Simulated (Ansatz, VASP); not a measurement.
**One calculation of MgO, two programs**

```
CELL_PARAMETERS angstrom
2.75583 0.00000 0.00000
0.00000 2.75583 0.00000
0.00000 0.00000 2.62335
ATOMIC_POSITIONS crystal
Mg 0.00000 0.00000 0.00000
O 0.50000 0.50000 0.50000
```

Change from the starting cell: biaxial_xy strain +5.0%.

Alike in both runs: task single point; functional HSE06; k mesh 6 × 6 × 6; no spin polarisation.

|  | VASP | Ansatz |
| --- | --- | --- |
| version | VASP 6.6.1 | Ansatz 0.2.0 |
| potentials or method | VASP PAW PBE potentials, release 64 (Mg, O) | plane waves, PAW |
| plane-wave cutoff (eV) | 520 | 420 |
| occupations | gaussian, width 0.01 eV | fixed |
| valence electrons in the cell | 8 | 16 |

VASP gave:

| Quantity | Value |
| --- | --- |
| gap on the k mesh at the Fermi level (eV) | 2.81 |
| pressure (GPa) | -13.5 |
| traceless stress, the component that is largest in VASP (GPa) | 19.47 |

Task: What did Ansatz give for the same quantities?

Result: gap on the k mesh at the Fermi level (eV): 2.87; pressure (GPa): -13.1; traceless stress, the component that is largest in VASP (GPa): 19.44.

VASP's potentials hold 8 valence electrons a cell and Ansatz's 16, so a difference there can come from the potentials and not from the codes. Ansatz's warnings: stress exchange threshold loose, stress scf threshold loose.
